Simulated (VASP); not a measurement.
Wanted: the native input for a VASP 6.6.1 run.

| Quantity | Value |
| --- | --- |
| Task | single point |
| Functional | PBE0 |
| Potentials or basis | VASP PAW PBE potentials, release 64 (Sr_sv, O) |
| Cutoff | 520 eV |
| k mesh | 4 × 4 × 4 |
| Occupations | gaussian, width 0.01 eV |
| Spin | no spin polarisation |
| Dipole correction | no |
| Grid for exact exchange (PRECFOCK) | Normal |
| Further INCAR settings | ALGO = Normal; EDIFF = 1e-06; NBANDS = 15 |

Crystal: SrO.

```
CELL_PARAMETERS angstrom
0.00000 2.56630 2.56630
2.56630 0.00000 2.56630
2.56630 2.56630 0.00000
ATOMIC_POSITIONS crystal
Sr 0.50000 0.50000 0.50000
O 0.00000 0.00000 0.00000
```

One way to write it, as run:

POSCAR

```
SrO
1.0
    0.0000000000      2.5663000000      2.5663000000
    2.5663000000      0.0000000000      2.5663000000
    2.5663000000      2.5663000000      0.0000000000
Sr O
1 1
Direct
    0.5000000000      0.5000000000      0.5000000000
    0.0000000000      0.0000000000      0.0000000000
```

INCAR.step1

```
ALGO = Normal ; EDIFF = 1E-5
ENCUT = 520 ; GGA = PE
ISIF = 2 ; ISMEAR = 0
LASPH = True ; LCHARG = False
LREAL = False ; LWAVE = True
NBANDS = 15 ; NELM = 100
PREC = Accurate ; SIGMA = 0.01
```

INCAR.step2

```
AEXX = 0.25 ; ALGO = Normal
EDIFF = 1E-6 ; ENCUT = 520
GGA = PE ; ISIF = 2
ISMEAR = 0 ; ISTART = 1
LASPH = True ; LCHARG = False
LHFCALC = True ; LREAL = False
LWAVE = False ; NBANDS = 15
NELM = 100 ; PREC = Accurate
PRECFOCK = Normal ; SIGMA = 0.01
```

KPOINTS

```
k-points
0
Gamma
  4 4 4
```

Potentials or basis: VASP PAW PBE potentials, release 64 (Sr_sv, O).

The run is started by

```console
$ cat potpaw_PBE.64/Sr_sv/POTCAR potpaw_PBE.64/O/POTCAR > POTCAR
$ cp INCAR.step1 INCAR
$ mpirun -np 1 vasp_std > vasp.out
$ cp INCAR.step2 INCAR
$ mpirun -np 1 vasp_std > vasp.out
```

Results of the run:

```
Pressure               : 1.6 GPa
Band gap on the k mesh : 5.50 eV, indirect (least direct gap 5.60 eV)
```

Caveat: the k points lie up to 0.53 Å⁻¹ apart; the PAW data sets were made with another functional, which shifts forces and pressure a little.

It took 11 min on 1 thread of AMD EPYC 7R43 64-Core Processor (Zen 3), with other jobs on the host, peak memory 0.14 GiB.
